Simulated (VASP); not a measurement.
# Mg32S33 (a cell with a defect) in VASP: single point with PBEsol

Aim: the single point of Mg32S33 (a cell with a defect) with PBEsol.

All numbers are computed with VASP 6.6.1; they aren't measurements. Logs are shortened: lines on timing, memory, paths and dates and some standing lists are left out, and cuts for length are marked.

## Step 1: The cell of the first run

The cell holds a defect, 65 atoms: a = 10.364 Å, b = 10.364 Å, c = 10.364 Å, α = 90.00°, β = 90.00°, γ = 90.00°.

## Step 2: Single point, PBEsol, collinear spin

INCAR

```
PREC = Accurate ; ENCUT = 400
EDIFF = 1E-6 ; ISMEAR = -1
SIGMA = 0.05 ; LREAL = Auto
LASPH = T ; NELM = 200
ALGO = Normal ; ISIF = 2
LWAVE = F ; LCHARG = F
ISPIN = 2 ; MAGMOM = 0 0 0 0.077 0 0 0 0 0 0 0 0 0 0.077 0 0.077 0 0 0 0 0 0 0.077 0 0.077 0 0.077 0 0 0 0 0 0.077 0 0 0 0 0 0 0 0.077 0 0.077 0 0.077 0 0 0 0 0 0 0.077 0 0 0 0 0 0 0 0 0 0.077 0 0.077 0
LORBIT = 11 ; GGA = PS
NBANDS = 173 ; NELECT = 261.0
ISYM = -1 ; GGA_COMPAT = F
```

KPOINTS

```
explicit points
1
Reciprocal
  0.25000000   0.25000000   0.25000000 1
```

POSCAR

```
Mg32S33
1.0
   10.3639610000      0.0000000000      0.0000000000
    0.0000000000     10.3639610000      0.0000000000
    0.0000000000      0.0000000000     10.3639610000
S Mg
33 32
Direct
    0.2481440000      0.0012140000      0.0019780000
    0.2479610000      0.0030490000      0.5024830000
    0.2475750000      0.5008710000      0.0025720000
    0.2421940000      0.5032530000      0.5079480000
    0.7477650000      0.9972120000      0.0015610000
    0.7476090000      0.9989040000      0.5020760000
    0.7535470000      0.4969900000      0.9961190000
    0.7483500000      0.4992070000      0.5013790000
    0.0004530000      0.2496680000      0.0015540000
    0.9994430000      0.2510750000      0.5013570000
    0.9964010000      0.7491120000      0.0026620000
    0.9953580000      0.7505140000      0.5024820000
    0.4996300000      0.2442940000      0.9966430000
    0.4995280000      0.2505880000      0.4987740000
    0.4963150000      0.7494220000      0.0052330000
    0.4961700000      0.7558930000      0.5073540000
    0.9978870000      0.0001080000      0.2519800000
    0.9979170000      0.0000810000      0.7519890000
    0.9980110000      0.5001030000      0.2519600000
    0.9979080000      0.5000840000      0.7519700000
    0.4978810000      0.0001000000      0.2519730000
    0.4979060000      0.0001040000      0.7519880000
    0.5571940000      0.4627450000      0.1865150000
    0.4979090000      0.5001470000      0.7520910000
    0.2527200000      0.2542280000      0.2515540000
    0.2500620000      0.2518520000      0.7515840000
    0.2405830000      0.7580270000      0.2522720000
    0.2475280000      0.7510470000      0.7540890000
    0.7550780000      0.2421950000      0.2516380000
    0.7482380000      0.2491560000      0.7498530000
    0.7429780000      0.7460150000      0.2524560000
    0.7457360000      0.7483240000      0.7524060000
    0.4385890000      0.5375910000      0.3180110000
    0.9978440000      0.9994190000      0.0014520000
    0.9978950000      0.0007610000      0.5025300000
    0.9974110000      0.4992440000      0.9978070000
    0.9984270000      0.5009440000      0.5061280000
    0.4981320000      0.9979300000      0.0003330000
    0.4976240000      0.0021730000      0.5036440000
    0.4875780000      0.5072710000      0.9764120000
    0.5085240000      0.4924490000      0.5278370000
    0.2489680000      0.2486370000      0.0008120000
    0.2477920000      0.2528180000      0.5020080000
    0.2445710000      0.7535650000      0.0034600000
    0.2445100000      0.7534190000      0.5035880000
    0.7512840000      0.2468280000      0.0003830000
    0.7513110000      0.2465110000      0.5004450000
    0.7479940000      0.7474220000      0.0020000000
    0.7468060000      0.7514630000      0.5031740000
    0.2444440000      0.0028730000      0.2522130000
    0.2465480000      0.0013290000      0.7521320000
    0.2243930000      0.5014790000      0.2450070000
    0.2428640000      0.5016420000      0.7516460000
    0.7513000000      0.9973490000      0.2518200000
    0.7492650000      0.9988520000      0.7519280000
    0.7716060000      0.4987540000      0.2588590000
    0.7529790000      0.4985690000      0.7523560000
    0.0003540000      0.2454490000      0.2513560000
    0.9990890000      0.2490490000      0.7513500000
    0.9953090000      0.7547640000      0.2526520000
    0.9966950000      0.7511220000      0.7526850000
    0.5023140000      0.2337970000      0.2514120000
    0.4992480000      0.2459970000      0.7495270000
    0.4933430000      0.7664270000      0.2524930000
    0.4965280000      0.7541930000      0.7545220000
```

Potentials or basis: VASP PAW PBE potentials, release 64 (S, Mg).

Command:

```
cat potpaw_PBE.64/S/POTCAR potpaw_PBE.64/Mg/POTCAR > POTCAR
mpirun -np 1 vasp_std > vasp.out
```

OUTCAR:

```text
PREC = Accurate
   ENCUT = 400
   EDIFF = 1E-6
   ISMEAR = -1
   LREAL = Auto
   LASPH = T
   NELM = 200
   ISIF = 2
   ISPIN = 2
   LORBIT = 11
   GGA = PS
   NELECT = 261.0
   ISYM = -1

 ion  position               nearest neighbor table
   1  0.248  0.001  0.002-  42 2.56  44 2.57  51 2.59  38 2.59  50 2.59  34 2.59
   2  0.248  0.003  0.502-  45 2.59  51 2.59  39 2.59  43 2.59  35 2.59  50 2.59
   3  0.248  0.501  0.003-  40 2.50  52 2.52  36 2.59  53 2.60  42 2.61  44 2.62
   4  0.242  0.503  0.508-  53 2.53  37 2.53  45 2.59  43 2.60  52 2.73  41 2.77
   5  0.748  0.997  0.002-  38 2.59  55 2.59  46 2.59  48 2.59  34 2.59  54 2.59
   6  0.748  0.999  0.502-  49 2.56  47 2.57  55 2.59  39 2.59  54 2.59  35 2.59
[... 14 lines left out ...]
  21  0.498  0.000  0.252-  64 2.42  62 2.42  38 2.61  39 2.61  54 2.63  50 2.63
  22  0.498  0.000  0.752-  63 2.55  65 2.55  39 2.57  38 2.57  51 2.61  55 2.61
  23  0.557  0.463  0.187-  33 1.99  40 2.34  56 2.37  62 2.53
  24  0.498  0.500  0.752-  41 2.33  40 2.33  65 2.63  63 2.63  53 2.64  57 2.64
  25  0.253  0.254  0.252-  52 2.58  62 2.60  43 2.60  42 2.60  50 2.61  58 2.62
  26  0.250  0.252  0.752-  42 2.58  63 2.58  43 2.59  53 2.59  51 2.60  59 2.60
  27  0.241  0.758  0.252-  50 2.54  60 2.54  44 2.58  45 2.61  64 2.62  52 2.67
  28  0.248  0.751  0.754-  65 2.58  44 2.58  53 2.59  51 2.59  45 2.60  61 2.60
  29  0.755  0.242  0.252-  54 2.54  58 2.54  47 2.58  46 2.60  62 2.62  56 2.67
  30  0.748  0.249  0.750-  63 2.58  47 2.59  57 2.59  55 2.59  46 2.60  59 2.60
  31  0.743  0.746  0.252-  56 2.58  64 2.60  48 2.60  49 2.60  54 2.61  60 2.62
  32  0.746  0.748  0.752-  49 2.58  65 2.58  48 2.59  57 2.59  55 2.60  61 2.60
  33  0.439  0.538  0.318-  23 1.99  41 2.34  52 2.37  64 2.53
  34  0.998  0.999  0.001-  18 2.59   5 2.59   9 2.59   1 2.59  11 2.59  17 2.60  44 3.61  46 3.62
                            60 3.63  58 3.63  54 3.64  61 3.64  50 3.65  51 3.65  55 3.65
  35  0.998  0.001  0.503-  18 2.59   2 2.59  12 2.59   6 2.59  10 2.59  17 2.60  47 3.61  45 3.62
                            60 3.63  58 3.63  50 3.64  59 3.64  54 3.64  55 3.65  51 3.65
  36  0.997  0.499  0.998-   7 2.53  20 2.55   9 2.59  11 2.59   3 2.59  19 2.63  52 3.48  56 3.58
                            57 3.59  53 3.60  59 3.64  61 3.64  48 3.65  46 3.65
  37  0.998  0.501  0.506-   4 2.53  20 2.55  12 2.59  10 2.59   8 2.59  19 2.63  56 3.48  52 3.58
                            53 3.59  57 3.60  61 3.64  59 3.64  43 3.65  45 3.65
  38  0.498  0.998  0.000-  13 2.55  22 2.57  15 2.58   5 2.59   1 2.59  21 2.61  64 3.55  62 3.57
                            65 3.59  44 3.65  63 3.66
  39  0.498  0.002  0.504-  16 2.55  22 2.57  14 2.58   2 2.59   6 2.59  21 2.61  62 3.55  64 3.57
                            63 3.59  47 3.65  65 3.66
  40  0.488  0.507  0.976-  24 2.33  23 2.34   3 2.50  15 2.53  13 2.74   7 2.77  65 3.44  53 3.44
                            63 3.59  44 3.60  57 3.60  42 3.66
  41  0.509  0.492  0.528-  24 2.33  33 2.34   8 2.50  14 2.53  16 2.74   4 2.77  63 3.44  57 3.44
                            65 3.59  47 3.59  53 3.60  49 3.66
  42  0.249  0.249  0.001-   1 2.56   9 2.58  26 2.58  13 2.60  25 2.60   3 2.61  51 3.63  50 3.64
[... 33 lines left out ...]
  59  0.999  0.249  0.751-  18 2.58  10 2.59   9 2.59  30 2.60  26 2.60  20 2.60  51 3.63  57 3.63
                            53 3.64  36 3.64  46 3.64  35 3.64  37 3.64  43 3.65  47 3.65
  60  0.995  0.755  0.253-  27 2.54  17 2.54  12 2.59  11 2.59  31 2.62  19 2.64  56 3.52  52 3.54
                            54 3.57  35 3.63  34 3.63  50 3.64  48 3.65  44 3.65  49 3.66
  61  0.997  0.751  0.753-  18 2.58  11 2.59  12 2.59  28 2.60  32 2.60  20 2.60  55 3.63  53 3.63
                            57 3.64  37 3.64  45 3.64  36 3.64  34 3.64  48 3.65  44 3.65
  62  0.502  0.234  0.251-  21 2.42  23 2.53  14 2.57  25 2.60  29 2.62  13 2.64  39 3.55  54 3.56
                            38 3.57  50 3.59  47 3.65
  63  0.499  0.246  0.750-  22 2.55  13 2.56  30 2.58  26 2.58  14 2.60  24 2.63  41 3.44  40 3.59
                            39 3.59  55 3.64  51 3.65  38 3.66  43 3.66
  64  0.493  0.766  0.252-  21 2.42  33 2.53  15 2.57  31 2.60  27 2.62  16 2.64  38 3.55  50 3.56
                            39 3.57  54 3.59  44 3.65
  65  0.497  0.754  0.755-  22 2.55  16 2.56  28 2.58  32 2.58  15 2.60  24 2.63  40 3.44  38 3.59
                            41 3.59  51 3.64  55 3.65  39 3.66  48 3.66

IMPORTANT INFORMATION: All symmetrisations will be switched off!
NOSYMM: (Re-)initialisation of all symmetry stuff for point group C_1.

----------------------------------------------------------------------------------------

                                     Primitive cell

  volume of cell :    1113.2105

  direct lattice vectors                    reciprocal lattice vectors
    10.363961000  0.000000000  0.000000000     0.096488206  0.000000000  0.000000000
     0.000000000 10.363961000  0.000000000     0.000000000  0.096488206  0.000000000
     0.000000000  0.000000000 10.363961000     0.000000000  0.000000000  0.096488206

  length of vectors
    10.363961000 10.363961000 10.363961000     0.096488206  0.096488206  0.096488206
[... 185 lines left out ...]
     AMIX_MAG =   1.60;   BMIX_MAG =  1.00
  volume/ion in A,a.u.               =      17.13       115.57
  Fermi-wavevector in a.u.,A,eV,Ry     =   1.009476  1.907633 13.864899  1.019041
  Thomas-Fermi vector in A             =   2.142406
   LORBIT       =     11    0 simple, 1 ext, 2 COOP (PROOUT), +10 PAW based schemes
   GGA     = PS    functional components
   LHFCALC =     F    Hartree Fock is set to
   AEXX    =    0.0000 exact exchange contribution
   IVDW    =     0    specifies the selected vdW correction
   LEPSILON=     F    determine dielectric tensor
   LRPA    =     F    only Hartree local field effects (RPA)
 spin polarized calculation
  energy-cutoff  :      400.00
  volume of cell :     1113.21
 maximum number of plane-waves:     20186
 NGX is ok and might be reduce to    70
   NGX = 33   NGY = 33   NGZ = 33

 number of electron     260.9999996 magnetization       0.8085913

 Free energy of the ion-electron system (eV)
  ---------------------------------------------------
  ext. energy  EPLUGINS =         0.00000000
  ---------------------------------------------------
  free energy    TOTEN  =      -296.57637301 eV

  energy without entropy =     -296.54106262  energy(sigma->0) =     -296.55871781

 E-fermi :   4.1207     XC(G=0):  -9.9420

 val. band max:        4.0052500463   @ k =   0.2500   0.2500   0.2500
 cond. band min:       4.2299746336   @ k =   0.2500   0.2500   0.2500
 fundamental gap:      0.2247245872
 Fermi energy:         4.1207060251

 spin component 1

 k-point     1 :       0.2500    0.2500    0.2500
  band No.  band energies     occupation
      1     -11.3890      1.00000
      2      -8.6684      1.00000
      3      -8.4669      1.00000
      4      -8.3514      1.00000
      5      -8.2144      1.00000
      6      -8.0426      1.00000
[... 134 lines left out ...]
    141       8.5174      0.00000
    142       8.5605      0.00000
 Fermi energy:         4.1207060251

 spin component 2

 k-point     1 :       0.2500    0.2500    0.2500
  band No.  band energies     occupation
      1     -11.2608      1.00000
      2      -8.6558      1.00000
      3      -8.4350      1.00000
      4      -8.3462      1.00000
      5      -8.2057      1.00000
      6      -8.0216      1.00000
[... 134 lines left out ...]
    141       8.5335      0.00000
    142       8.5683      0.00000
 [bands above 142 left out]

------------------------ aborting loop because EDIFF is reached ----------------------------------------

  FORCE on cell =-STRESS in cart. coord.  units (eV):
  Direction    XX          YY          ZZ          XY          YZ          ZX
  --------------------------------------------------------------------------------------
  -------------------------------------------------------------------------------------
  Total        6.4175668      2.1295470      6.1864396     -6.4684691     -1.8993852     -3.3847428
  in kB        9.2364199      3.0649295      8.9037723     -9.3096805     -2.7336715     -4.8714578
  external PRESSURE =       7.0683739 kB  Pullay stress =       0.0000000 kB

 VOLUME and BASIS-vectors are now :
 -----------------------------------------------------------------------------
  energy-cutoff  :      400.00
  volume of cell :     1113.21
      direct lattice vectors                 reciprocal lattice vectors
    10.363961000  0.000000000  0.000000000     0.096488206  0.000000000  0.000000000
     0.000000000 10.363961000  0.000000000     0.000000000  0.096488206  0.000000000
     0.000000000  0.000000000 10.363961000     0.000000000  0.000000000  0.096488206

 POSITION                                       TOTAL-FORCE (eV/Angst)
 -----------------------------------------------------------------------------------
      2.57175      0.01258      0.02050         0.001109     -0.000381     -0.002484
      2.56986      0.03160      5.20771        -0.001644     -0.004406     -0.002569
      2.56586      5.19101      0.02666        -0.008123      0.002813     -0.004902
      2.51009      5.21569      5.26435        -0.009301     -0.006363      0.009512
      7.74981     10.33507      0.01618         0.005032      0.000364     -0.000445
      7.74819     10.35260      5.20350         0.002003      0.002477     -0.000654
[... 57 lines left out ...]
      5.11299      7.94322      2.61683         0.001238     -0.013123      0.009089
      5.14600      7.81643      7.81984        -0.000658      0.003521     -0.001034
 -----------------------------------------------------------------------------------
    total drift:                               -0.005732     -0.002645      0.011495

  FREE ENERGIE OF THE ION-ELECTRON SYSTEM (eV)
  ---------------------------------------------------
  free  energy   TOTEN  =      -296.5763730135 eV

  energy  without entropy=     -296.5410626156  energy(sigma->0) =     -296.55871781

 total charge

# of ion       s       p       d       tot
------------------------------------------
    1        1.308   2.482   0.000   3.790
    2        1.308   2.479   0.000   3.787
    3        1.308   2.487   0.000   3.795
    4        1.317   2.455   0.000   3.772
    5        1.308   2.479   0.000   3.787
    6        1.308   2.482   0.000   3.790
[... 57 lines left out ...]
   64        0.145   0.139   0.044   0.328
   65        0.139   0.133   0.042   0.313
--------------------------------------------------
tot         47.849  86.018   1.368 135.236

 magnetization (x)

# of ion       s       p       d       tot
------------------------------------------
    1       -0.000   0.001   0.000   0.001
    2        0.000   0.001   0.000   0.001
    3        0.000   0.001   0.000   0.001
    4        0.002   0.024   0.000   0.026
    5        0.000   0.001   0.000   0.001
    6       -0.000   0.001   0.000   0.001
[... 57 lines left out ...]
   64        0.001   0.002   0.001   0.003
   65       -0.000   0.001   0.000   0.001
--------------------------------------------------
tot          0.022   0.488   0.006   0.516
```

Run time: 17 min. Hardware: 1 thread of Intel Xeon Platinum 8175M at 2.50GHz (Skylake/Cascade Lake), shared host; peak memory 1 GiB.

Results:

```yaml
Free_energy: -296.5764 eV
Largest_force: 0.120 eV/Å
Net_moment: 0.81 μB per cell
Site_moments: S +0.00, +0.03, +0.07, -0.00, +0.12, +0.01 (each value once); Mg +0.00, -0.00 (each value once) μB
Valence_electrons_inside_the_program's_atomic_spheres: S 3.79, 3.77, 3.80, 3.83, 3.81, 3.76, 3.78 (each value once); Mg 0.31, 0.32, 0.37, 0.36, 0.33 (each value once)
```

Forces on the atoms (eV/Å):
```
S    0.001  0.000 -0.002
S   -0.002 -0.004 -0.003
S   -0.008  0.003 -0.005
S   -0.009 -0.006  0.010
S    0.005  0.000  0.000
S    0.002  0.002 -0.001
S    0.013  0.003 -0.010
S    0.008  0.001  0.005
S   -0.004 -0.002  0.001
S   -0.002 -0.001  0.000
S   -0.002  0.001 -0.001
S    0.002  0.003 -0.004
S   -0.004 -0.018 -0.009
S    0.000 -0.001  0.004
S   -0.003  0.005 -0.005
S    0.003  0.017  0.011
S   -0.002  0.000  0.001
S   -0.002  0.001  0.001
S   -0.007  0.000  0.001
S    0.000  0.000  0.002
S   -0.001  0.001  0.001
S   -0.001 -0.002  0.001
S   -0.066  0.037  0.092
S    0.000 -0.001 -0.004
S   -0.001 -0.005 -0.002
S   -0.002 -0.001 -0.002
S   -0.008  0.011  0.002
S    0.000  0.002  0.002
S    0.014 -0.014  0.001
S    0.001 -0.002  0.000
S    0.006  0.003  0.001
S    0.002  0.002  0.002
S    0.064 -0.037 -0.095
Mg   0.000  0.004  0.002
Mg   0.000 -0.004 -0.001
Mg  -0.003 -0.003 -0.003
Mg   0.003  0.003  0.004
Mg  -0.001 -0.002 -0.002
Mg   0.002  0.001  0.001
Mg  -0.002  0.002 -0.001
Mg  -0.003  0.003 -0.001
Mg   0.001  0.001  0.000
Mg   0.003  0.005 -0.003
Mg   0.002  0.002 -0.003
Mg   0.001 -0.001  0.000
Mg  -0.001  0.000 -0.003
Mg  -0.003 -0.002  0.003
Mg  -0.005 -0.006  0.000
Mg  -0.002  0.002 -0.004
Mg   0.000  0.007  0.000
Mg   0.002 -0.002  0.001
Mg   0.001 -0.010 -0.003
Mg  -0.002  0.000  0.001
Mg   0.002 -0.006  0.003
Mg  -0.004  0.003 -0.001
Mg  -0.001  0.009  0.004
Mg   0.004 -0.001  0.004
Mg   0.007 -0.003 -0.003
Mg   0.000  0.002  0.003
Mg  -0.002  0.003  0.005
Mg   0.004 -0.001 -0.002
Mg  -0.001  0.013 -0.005
Mg   0.002 -0.006  0.002
Mg   0.001 -0.013  0.009
Mg  -0.001  0.004 -0.001
```

Levels at points of the mesh, in eV from the Fermi level:
Spin up:
| k point | band 129 | band 130 | band 131 | band 132 | band 133 | band 134 |
| --- | --- | --- | --- | --- | --- | --- |
| (0.25, 0.25, 0.25) | -0.33 | -0.29 | -0.12 | 3.14 | 3.25 | 3.38 |
Spin down:
| k point | band 126 | band 127 | band 128 | band 129 | band 130 | band 131 | band 132 | band 133 | band 134 | band 135 |
| --- | --- | --- | --- | --- | --- | --- | --- | --- | --- | --- |
| (0.25, 0.25, 0.25) | -0.52 | -0.52 | -0.41 | -0.31 | -0.28 | 0.11 | 3.15 | 3.27 | 3.39 | 3.52 |

Caveat: the cell carries a net charge on a neutralising background, which shifts energy and pressure; the cell is charged against a uniform background, so pressure and absolute levels hang on convention; the PAW data sets were made with another functional, which shifts forces and pressure a little.
